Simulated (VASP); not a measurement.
Here is a VASP 6.6.1 calculation.

INCAR

```
SYSTEM = Si2Ge3
PREC = Accurate
ENCUT = 600
EDIFF = 1E-7
ISMEAR = 0
SIGMA = 0.1
LREAL = .FALSE.
LASPH = .TRUE.
NELM = 80
ALGO = Normal
ISIF = 3
LWAVE = .FALSE.
LCHARG = .FALSE.
GGA = PE
IBRION = 2
NSW = 90
EDIFFG = -0.04
```

Contents of KPOINTS:

```
regular mesh
0
G
  4 4 4
  0 0 0
```

Contents of POSCAR:

```
Si2Ge3
1.0
    3.7913843600      0.0000000000      0.0000000000
    0.0000000000      3.7913843600      0.0000000000
    0.0000000000      0.0000000000      5.5842497900
Si Ge
2 3
Direct
    0.0000000000      0.0000000000      0.7211286400
    0.5000000000      0.5000000000      0.2898103300
    0.5000000000      0.0000000000      0.9934612500
    0.0000000000      0.5000000000      0.9934612500
    0.0000000000      0.0000000000      0.2721384500
```

Potentials or basis: VASP PAW PBE potentials, release 64 (Si, Ge_d).

Launch:

```console
$ cat potpaw_PBE.64/Si/POTCAR potpaw_PBE.64/Ge_d/POTCAR > POTCAR
$ mpirun -np 1 vasp_std > vasp.out
```

Problem. Estimate the relaxed volume.

Solution. 21.53 Å³/atom.

Problem. Predict the relaxed cell.

Solution. a = 4.083 Å, b = 4.083 Å, c = 6.458 Å, α = 90.00°, β = 90.00°, γ = 90.00°.

Problem. Estimate the space group after relaxing (to 0.1 Å).

Solution. P4mm (No. 99).

Problem. Predict the band gap on the k mesh.

Solution. Zero (bands 25 and 26 overlap by 1.92 eV).

Forces on the atoms (eV/Å):
```
Si   0.000  0.000  0.009
Si   0.000  0.000 -0.005
Ge   0.000  0.000  0.003
Ge   0.000  0.000  0.003
Ge   0.000  0.000 -0.011
```

Caveat: the k points lie up to 0.38 Å⁻¹ apart in the final cell, too coarse for converged energies and pressures of a metal; the volume moved by over 15 % at a fixed basis, so the end points are rough.
